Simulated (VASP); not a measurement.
A run of VASP 6.6.1 is set up as follows.

Contents of INCAR:

```
SYSTEM = Mo
PREC = Accurate ; ENCUT = 500
EDIFF = 1E-6 ; ISMEAR = 0
SIGMA = 0.1 ; LREAL = .False.
LASPH = .True. ; NELM = 120
ALGO = Normal ; ISIF = 2
LWAVE = .False. ; LCHARG = .True.
GGA = PE ; LELF = .True.
LVHAR = .True. ; NBANDS = 13
GGA_COMPAT = .False.
```

KPOINTS

```
regular mesh
0
Gamma
  8 8 8
  0 0 0
```

File POSCAR:

```
Mo
1.0
   -1.5650000000      1.5650000000      1.5650000000
    1.5650000000     -1.5650000000      1.5650000000
    1.5650000000      1.5650000000     -1.5650000000
Mo
1
Direct
    0.0000000000      0.0000000000      0.0000000000
```

Potentials or basis: VASP PAW PBE potentials, release 64 (Mo_sv).

Run with:

```console
$ cat potpaw_PBE.64/Mo_sv/POTCAR > POTCAR
$ mpirun -np 1 vasp_std > vasp.out
```

Task: What does it give for the band gap on the k mesh?

Result: Zero (bands 7 and 8 overlap by 5.49 eV).

Task: What does it give for the pressure?

Result: 9.2 GPa.

Caveat: the cell stands under pressure.
